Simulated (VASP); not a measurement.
# Ti (Im-3m) in VASP: further runs

Runs on Ti. Level: PBEsol. Tasks: electric field gradients.

All numbers are computed with VASP 6.6.1; they aren't measurements. Logs are shortened: lines on timing, memory, paths and dates and some standing lists are left out, and cuts for length are marked.

## Step 1: The cell of the first run

It takes space group Im-3m (No. 229, cubic). Conventional cell: a = 3.282 Å, b = 3.282 Å, c = 3.282 Å, α = 90.00°, β = 90.00°, γ = 90.00°. Ti (site symmetry m-3m) has 14 Ti at 2.84 to 3.28 Å within 3.7 Å.

## Step 2: Electric field gradients, PBEsol

INCAR reads:

```
SYSTEM = Ti
ALGO = Normal ; EDIFF = 1E-8
ENCUT = 520 ; GGA = PS
ISIF = 2 ; ISMEAR = -1
LASPH = .TRUE. ; LCHARG = .FALSE.
LEFG = .TRUE. ; LREAL = .FALSE.
LWAVE = .FALSE. ; NBANDS = 12
NELM = 60 ; PREC = Accurate
SIGMA = 0.05
```

KPOINTS reads:

```
k-points
0
G
  14 14 14
  0 0 0
```

POSCAR reads:

```
Ti
1.0
   -1.6410000000      1.6410000000      1.6410000000
    1.6410000000     -1.6410000000      1.6410000000
    1.6410000000      1.6410000000     -1.6410000000
Ti
1
Direct
    0.0000000000      0.0000000000      0.0000000000
```

Potentials or basis: VASP PAW PBE potentials, release 64 (Ti_sv).

Started as:

```console
$ cat potpaw_PBE.64/Ti_sv/POTCAR > POTCAR
$ mpirun -np 1 vasp_std > vasp.out
```

OUTCAR:

```text
SYSTEM = Ti
   EDIFF = 1E-8
   ENCUT = 520
   GGA = PS
   ISIF = 2
   ISMEAR = -1
   LASPH = .TRUE.
   LREAL = .FALSE.
   NELM = 60
   PREC = Accurate

 ion  position               nearest neighbor table
   1  0.000  0.000  0.000-

  LATTYP: Found a body centered cubic cell.
 ALAT       =     3.2820000000

  Lattice vectors:

 A1 = (  -1.6410000000,   1.6410000000,   1.6410000000)
 A2 = (   1.6410000000,  -1.6410000000,   1.6410000000)
 A3 = (   1.6410000000,   1.6410000000,  -1.6410000000)

Analysis of symmetry for initial positions (statically):
=====================================================================
 Subroutine PRICEL returns:
 Original cell was already a primitive cell.

 Routine SETGRP: Setting up the symmetry group for a
 body centered cubic supercell.

 Subroutine GETGRP returns: Found 48 space group operations
 (whereof 48 operations were pure point group operations)
 out of a pool of 48 trial point group operations.

The static configuration has the point symmetry O_h .

Analysis of symmetry for dynamics (positions and initial velocities):
=====================================================================
 Subroutine PRICEL returns:
 Original cell was already a primitive cell.

 Routine SETGRP: Setting up the symmetry group for a
 body centered cubic supercell.

 Subroutine GETGRP returns: Found 48 space group operations
 (whereof 48 operations were pure point group operations)
 out of a pool of 48 trial point group operations.

The dynamic configuration has the point symmetry O_h .

 Subroutine INISYM returns: Found 48 space group operations
 (whereof 48 operations are pure point group operations),
 and found     1 'primitive' translations

----------------------------------------------------------------------------------------

                                     Primitive cell

  volume of cell :      17.6761

  direct lattice vectors                    reciprocal lattice vectors
    -1.641000000  1.641000000  1.641000000     0.000000000  0.304692261  0.304692261
     1.641000000 -1.641000000  1.641000000     0.304692261  0.000000000  0.304692261
     1.641000000  1.641000000 -1.641000000     0.304692261  0.304692261  0.000000000

  length of vectors
     2.842295375  2.842295375  2.842295375     0.430899928  0.430899928  0.430899928

  position of ions in fractional coordinates (direct lattice)
     0.000000000  0.000000000  0.000000000

  ion indices of the primitive-cell ions
   primitive index   ion index
                 1           1

----------------------------------------------------------------------------------------

 KPOINTS: k-points

Automatic generation of k-mesh.
 Grid dimensions read from file:
 generate k-points for:   14   14   14

 Generating k-lattice:

  Cartesian coordinates                     Fractional coordinates (reciprocal lattice)
     0.000000000  0.021763733  0.021763733     0.071428571  0.000000000  0.000000000
     0.021763733  0.000000000  0.021763733     0.000000000  0.071428571  0.000000000
     0.021763733  0.021763733  0.000000000     0.000000000  0.000000000  0.071428571

  Length of vectors
     0.030778566  0.030778566  0.030778566

  Shift w.r.t. Gamma in fractional coordinates (k-lattice)
     0.000000000  0.000000000  0.000000000

 Subroutine IBZKPT returns following result:
 ===========================================

 Found    104 irreducible k-points:

 Following reciprocal coordinates:
            Coordinates               Weight
  0.000000  0.000000  0.000000      1.000000
  0.071429  0.000000  0.000000     12.000000
  0.142857  0.000000  0.000000     12.000000
  0.214286  0.000000  0.000000     12.000000
  0.285714  0.000000  0.000000     12.000000
  0.357143  0.000000  0.000000     12.000000
[... 16 lines left out ...]
  0.285714  0.285714  0.000000     24.000000
  0.357143  0.285714  0.000000     24.000000
 [... further k-points ...]
   k-points           NKPTS =    104   k-points in BZ     NKDIM =    104   number of bands    NBANDS=     12
   number of dos      NEDOS =    301   number of ions     NIONS =      1
   total plane-waves  NPLWV =  13824
   dimension x,y,z NGX =    24 NGY =   24 NGZ =   24
   dimension x,y,z NGXF=    48 NGYF=   48 NGZF=   48
   ions per type =               1
   NGX,Y,Z   is equivalent  to a cutoff of  14.04, 14.04, 14.04 a.u.
   NGXF,Y,Z  is equivalent  to a cutoff of  28.08, 28.08, 28.08 a.u.
 SYSTEM =  Ti
   PREC   = accura    normal or accurate (medium, high low for compatibility)
   ISTART =      0    job   : 0-new  1-cont  2-samecut
   ICHARG =      2    charge: 1-file 2-atom 10-const
   ISPIN  =      1    spin polarized calculation?
   LNONCOLLINEAR =      F non collinear calculations
   LSORBIT =      F    spin-orbit coupling
   LASPH  =      T    aspherical Exc in radial PAW
   ENCUT  =  520.0 eV  38.22 Ry    6.18 a.u.   5.28  5.28  5.28*2*pi/ulx,y,z
   NELM   =     60;   NELMIN=  2; NELMDL= -5     # of ELM steps
   EDIFF  = 0.1E-07   stopping-criterion for ELM
   LREAL  =      F    real-space projection
   EDIFFG = 0.1E-06   stopping-criterion for IOM
   NSW    =      0    number of steps for IOM
   IBRION =     -1    ionic relax: 0-MD 1-quasi-New 2-CG
   NFREE  =      0    steps in history (QN), initial steepest desc. (CG)
   ISIF   =      2    stress and relaxation
   ISYM   =      2    0-nonsym 1-usesym 2-fastsym
   POTIM  = 0.5000    time-step for ionic-motion
   TEBEG  =    0.0;   TEEND  =   0.0 temperature during run
   PSTRESS=    0.0 pullay stress
   NELECT =      12.0000    total number of electrons
   NUPDOWN=      -1.0000    fix difference up-down
   EMIN   =  10.00;   EMAX   =-10.00  energy-range for DOS
   EFERMI =   0.00;   METHOD = LEGACY
   ISMEAR =    -1;   SIGMA  =   0.05  broadening in eV -4-tet -1-fermi 0-gaus
   EFERMI_NEDOS =   21; number of points for ismear=-14 and -15
   IALGO  =     38    algorithm
   IMIX   =      4    mixing-type and parameters
     AMIX     =   0.40;   BMIX     =  1.00
     AMIX_MAG =   1.60;   BMIX_MAG =  1.00
  volume/ion in A,a.u.               =      17.68       119.28
  Fermi-wavevector in a.u.,A,eV,Ry     =   1.438821  2.718977 28.166848  2.070205
  Thomas-Fermi vector in A             =   2.557745
   LORBIT       =      0    0 simple, 1 ext, 2 COOP (PROOUT), +10 PAW based schemes
   GGA     = PS    functional components
   LHFCALC =     F    Hartree Fock is set to
   AEXX    =    0.0000 exact exchange contribution
   IVDW    =     0    specifies the selected vdW correction
   LEPSILON=     F    determine dielectric tensor
   LRPA    =     F    only Hartree local field effects (RPA)
 non-spin polarized calculation
  energy-cutoff  :      520.00
  volume of cell :       17.68
 maximum number of plane-waves:       490
 NGX is ok and might be reduce to    24
   NGX = 11   NGY = 11   NGZ = 11

 number of electron      12.0000001 magnetization

 Free energy of the ion-electron system (eV)
  ---------------------------------------------------
  ext. energy  EPLUGINS =         0.00000000
  ---------------------------------------------------
  free energy    TOTEN  =        -8.21782600 eV

  energy without entropy =       -8.19706320  energy(sigma->0) =       -8.20744460

 E-fermi :   7.7671     XC(G=0): -11.5486

 val. band max:        7.7597222587   @ k =   0.3571   0.2143   0.0000
 cond. band min:       7.7676411830   @ k =  -0.2857   0.2857   0.2143
 fundamental gap:      0.0079189243
 Fermi energy:         7.7671055216

 k-point     1 :       0.0000    0.0000    0.0000
  band No.  band energies     occupation
      1     -48.5579      2.00000
      2     -24.5282      2.00000
      3     -24.5282      2.00000
      4     -24.5282      2.00000
      5       1.8627      2.00000
      6       8.7430      0.00000
      7       8.7430      0.00000
      8       8.7430      0.00000
      9      10.4768      0.00000
     10      10.4768      0.00000
     11      25.0728      0.00000
     12      25.0728      0.00000

 k-point     2 :       0.0714    0.0000    0.0000
  band No.  band energies     occupation
      1     -48.5518      2.00000
      2     -24.5614      2.00000
      3     -24.5385      2.00000
      4     -24.5284      2.00000
      5       2.0346      2.00000
      6       8.6654      0.00000
      7       8.7208      0.00000
      8       8.8674      0.00000
      9      10.3878      0.00000
     10      10.4815      0.00000
     11      24.7904      0.00000
     12      25.0474      0.00000

 k-point     3 :       0.1429    0.0000    0.0000
  band No.  band energies     occupation
      1     -48.5347      2.00000
      2     -24.6537      2.00000
      3     -24.5671      2.00000
      4     -24.5290      2.00000
      5       2.5305      2.00000
      6       8.4551      0.00000
      7       8.6108      0.00000
      8       9.2289      0.00000
      9      10.2214      0.00000
     10      10.5005      0.00000
     11      23.8752      0.00000
     12      24.7510      0.00000

 k-point     4 :       0.2143    0.0000    0.0000
  band No.  band energies     occupation
      1     -48.5098      2.00000
      2     -24.7850      2.00000
      3     -24.6083      2.00000
      4     -24.5297      2.00000
      5       3.2854      2.00000
      6       8.1679      0.00066
      7       8.3650      0.00001
      8       9.7904      0.00000
      9      10.1629      0.00000
     10      10.5433      0.00000
     11      22.3151      0.00000
     12      23.9314      0.00000

 k-point     5 :       0.2857    0.0000    0.0000
  band No.  band energies     occupation
      1     -48.4820      2.00000
      2     -24.9282      2.00000
      3     -24.6536      2.00000
      4     -24.5306      2.00000
      5       4.1618      2.00000
      6       7.8691      0.23010
      7       8.1187      0.00176
      8      10.2461      0.00000
      9      10.4829      0.00000
     10      10.6137      0.00000
     11      20.3877      0.00000
     12      22.8726      0.00000
[... 228 lines left out ...]
      1     -48.4332      2.00000
      2     -25.0612      2.00000
      3     -24.7892      2.00000
      4     -24.5918      2.00000
      5       5.9847      2.00000
      6       7.2799      1.99988
      7       7.7528      1.14190
      8      10.2963      0.00000
      9      10.8735      0.00000
     10      12.7246      0.00000
     11      17.8395      0.00000
     12      19.0461      0.00000

 k-point    22 :       0.3571    0.2143    0.0000
  band No.  band energies     occupation
      1     -48.4237      2.00000
      2     -25.0791      2.00000
      3     -24.8312      2.00000
      4     -24.5954      2.00000
      5       6.2030      2.00000
      6       7.3379      1.99963
      7       7.7597      1.07370
      8      10.4149      0.00000
      9      10.9201      0.00000
     10      13.5448      0.00000
     11      16.4414      0.00000
     12      18.6360      0.00000

 k-point    23 :       0.2857    0.2857    0.0000
  band No.  band energies     occupation
      1     -48.4223      2.00000
      2     -25.0431      2.00000
      3     -24.8696      2.00000
      4     -24.6032      2.00000
      5       6.5161      2.00000
      6       7.1411      1.99999
      7       7.6089      1.91895
      8      10.4586      0.00000
      9      10.8469      0.00000
     10      13.8711      0.00000
     11      17.1828      0.00000
     12      17.3527      0.00000

 k-point    24 :       0.3571    0.2857    0.0000
  band No.  band energies     occupation
      1     -48.4184      2.00000
      2     -25.0178      2.00000
      3     -24.9179      2.00000
      4     -24.6065      2.00000
      5       6.6892      2.00000
      6       7.2456      1.99994
      7       7.4211      1.99803
      8      10.5751      0.00000
      9      10.8028      0.00000
     10      14.7840      0.00000
     11      16.0787      0.00000
     12      17.0920      0.00000

 [... further k-points ...]
[... 5 lines left out ...]
  --------------------------------------------------------------------------------------
  -------------------------------------------------------------------------------------
  Total       -0.7535102     -0.7535102     -0.7535102     -0.0000000      0.0000000      0.0000000
  in kB      -68.2989440    -68.2989440    -68.2989440     -0.0000000      0.0000000      0.0000000
  external PRESSURE =     -68.2989440 kB  Pullay stress =       0.0000000 kB

 VOLUME and BASIS-vectors are now :
 -----------------------------------------------------------------------------
  energy-cutoff  :      520.00
  volume of cell :       17.68
      direct lattice vectors                 reciprocal lattice vectors
    -1.641000000  1.641000000  1.641000000     0.000000000  0.304692261  0.304692261
     1.641000000 -1.641000000  1.641000000     0.304692261  0.000000000  0.304692261
     1.641000000  1.641000000 -1.641000000     0.304692261  0.304692261  0.000000000

 POSITION                                       TOTAL-FORCE (eV/Angst)
 -----------------------------------------------------------------------------------
      0.00000      0.00000      0.00000         0.000000     -0.000000      0.000000
 -----------------------------------------------------------------------------------
    total drift:                                0.000000      0.000000      0.000000

  FREE ENERGIE OF THE ION-ELECTRON SYSTEM (eV)
  ---------------------------------------------------
  free  energy   TOTEN  =        -8.2178260012 eV

  energy  without entropy=       -8.1970632007  energy(sigma->0) =       -8.20744460

 Electric field gradients (V/A^2)
---------------------------------------------------------------------
 ion       V_xx      V_yy      V_zz      V_xy      V_xz      V_yz
---------------------------------------------------------------------
   1       0.000     0.000     0.000     0.001     0.001     0.001
---------------------------------------------------------------------

 Electric field gradients after diagonalization (V/A^2)
 (convention: |V_zz| > |V_xx| > |V_yy|)
----------------------------------------------------------------------
 ion       V_xx      V_yy      V_zz     asymmetry (V_yy - V_xx)/ V_zz
----------------------------------------------------------------------
   1      -0.001    -0.001     0.001       0.000
----------------------------------------------------------------------

           NMR quadrupolar parameters

 Cq : quadrupolar parameter    Cq=e*Q*V_zz/h
 eta: asymmetry parameters     (V_yy - V_xx)/ V_zz
 Q  : nuclear electric quadrupole moment in mb (millibarn)
----------------------------------------------------------------------
 ion       Cq(MHz)       eta       Q (mb)
----------------------------------------------------------------------
   1       0.000       0.000       1.000
----------------------------------------------------------------------
```

It took 13 s on 1 thread of Intel Xeon Platinum 8488C (Sapphire Rapids), shared host; peak memory 0.14 GiB.

What came out:

| Item | Value |
| --- | --- |
| Free energy | -8.2178 eV |
| Pressure | -6.8 GPa |
| Band gap on the k mesh | zero (band 6 reaches 8.74 eV, above the bottom of band 7 at 7.12 eV) |

Caveat: without QUAD_EFG the Cq values of the log hold for a quadrupole moment of 1 mb, not for the nuclei; the PAW data sets were made with another functional, which shifts forces and pressure a little.

## Step 3: Electric field gradients, PBEsol (volume scaled by 0.99)

INCAR reads:

```
PREC = Accurate
ENCUT = 520
EDIFF = 1E-8
ISMEAR = -1
SIGMA = 0.05
LREAL = False
LASPH = True
NELM = 80
ALGO = Normal
ISIF = 2
LWAVE = False
LCHARG = False
GGA = PS
LEFG = True
NBANDS = 12
```

KPOINTS reads:

```
regular mesh
0
Gamma
  14 14 14
```

POSCAR reads:

```
Ti
1.0
   -1.6355116647      1.6355116647      1.6355116647
    1.6355116647     -1.6355116647      1.6355116647
    1.6355116647      1.6355116647     -1.6355116647
Ti
1
Direct
    0.0000000000      0.0000000000      0.0000000000
```

Potentials or basis: VASP PAW PBE potentials, release 64 (Ti_sv).

Started as:

```console
$ cat potpaw_PBE.64/Ti_sv/POTCAR > POTCAR
$ mpirun -np 1 vasp_std > vasp.out
```

OUTCAR:

```text
PREC = Accurate
   ENCUT = 520
   EDIFF = 1E-8
   ISMEAR = -1
   LREAL = False
   LASPH = True
   NELM = 80
   ISIF = 2
   GGA = PS

 ion  position               nearest neighbor table
   1  0.000  0.000  0.000-

  LATTYP: Found a body centered cubic cell.
 ALAT       =     3.2710233294

  Lattice vectors:

 A1 = (  -1.6355116647,   1.6355116647,   1.6355116647)
[... 567 lines left out ...]
    total drift:                               -0.000000      0.000000      0.000000

  FREE ENERGIE OF THE ION-ELECTRON SYSTEM (eV)
  ---------------------------------------------------
  free  energy   TOTEN  =        -8.2248022475 eV

  energy  without entropy=       -8.2042699872  energy(sigma->0) =       -8.21453612

 Electric field gradients (V/A^2)
---------------------------------------------------------------------
 ion       V_xx      V_yy      V_zz      V_xy      V_xz      V_yz
---------------------------------------------------------------------
   1       0.000    -0.000    -0.000     0.000     0.000     0.000
---------------------------------------------------------------------

 Electric field gradients after diagonalization (V/A^2)
 (convention: |V_zz| > |V_xx| > |V_yy|)
----------------------------------------------------------------------
 ion       V_xx      V_yy      V_zz     asymmetry (V_yy - V_xx)/ V_zz
----------------------------------------------------------------------
   1      -0.000    -0.000     0.001       0.000
----------------------------------------------------------------------

           NMR quadrupolar parameters

 Cq : quadrupolar parameter    Cq=e*Q*V_zz/h
 eta: asymmetry parameters     (V_yy - V_xx)/ V_zz
 Q  : nuclear electric quadrupole moment in mb (millibarn)
----------------------------------------------------------------------
 ion       Cq(MHz)       eta       Q (mb)
----------------------------------------------------------------------
   1       0.000       0.000       1.000
----------------------------------------------------------------------
```

OSZICAR:

```text
N       E                     dE             d eps       ncg     rms          rms(c)
DAV:   1     0.864740929493E+02    0.86474E+02   -0.65620E+03  2496   0.119E+03
DAV:   2    -0.513482602363E+01   -0.91609E+02   -0.89170E+02  2540   0.295E+02
DAV:   3    -0.931673573251E+01   -0.41819E+01   -0.41328E+01  3500   0.648E+01
DAV:   4    -0.941796317409E+01   -0.10123E+00   -0.10101E+00  2784   0.861E+00
DAV:   5    -0.942092510974E+01   -0.29619E-02   -0.29618E-02  2976   0.128E+00    0.860E+00
DAV:   6    -0.822229136187E+01    0.11986E+01   -0.28980E+00  2700   0.237E+01    0.205E+00
DAV:   7    -0.821637367898E+01    0.59177E-02   -0.75490E-02  2940   0.280E+00    0.124E+00
DAV:   8    -0.822436333661E+01   -0.79897E-02   -0.35980E-02  2648   0.223E+00    0.109E-01
DAV:   9    -0.822476971861E+01   -0.40638E-03   -0.21470E-03  3008   0.455E-01    0.725E-02
DAV:  10    -0.822481336529E+01   -0.43647E-04   -0.30968E-04  2668   0.188E-01    0.194E-02
DAV:  11    -0.822480229471E+01    0.11071E-04   -0.37605E-05  2808   0.920E-02    0.992E-03
DAV:  12    -0.822480218111E+01    0.11360E-06   -0.25206E-06  3004   0.170E-02    0.823E-04
DAV:  13    -0.822480240265E+01   -0.22154E-06   -0.17881E-07  3008   0.375E-03    0.253E-03
DAV:  14    -0.822480226039E+01    0.14226E-06   -0.10459E-07  2576   0.415E-03    0.246E-04
DAV:  15    -0.822480224795E+01    0.12447E-07   -0.23350E-09  1744   0.568E-04    0.359E-05
DAV:  16    -0.822480224754E+01    0.41200E-09   -0.35217E-10  1300   0.241E-04
   1 F= -.82248022E+01 E0= -.82145361E+01  d E =-.205323E-01
```

Run time: 12 s. Hardware: 1 thread of Intel Xeon Platinum 8488C (Sapphire Rapids), shared host; peak memory 0.14 GiB.

Results:

* Free energy: -8.2248 eV
* Pressure: -5.9 GPa
* Band gap on the k mesh: zero (band 6 reaches 8.86 eV, above the bottom of band 7 at 7.22 eV)

Caveat: without QUAD_EFG the Cq values of the log hold for a quadrupole moment of 1 mb, not for the nuclei; the PAW data sets were made with another functional, which shifts forces and pressure a little.

[end of part 1 of 3]
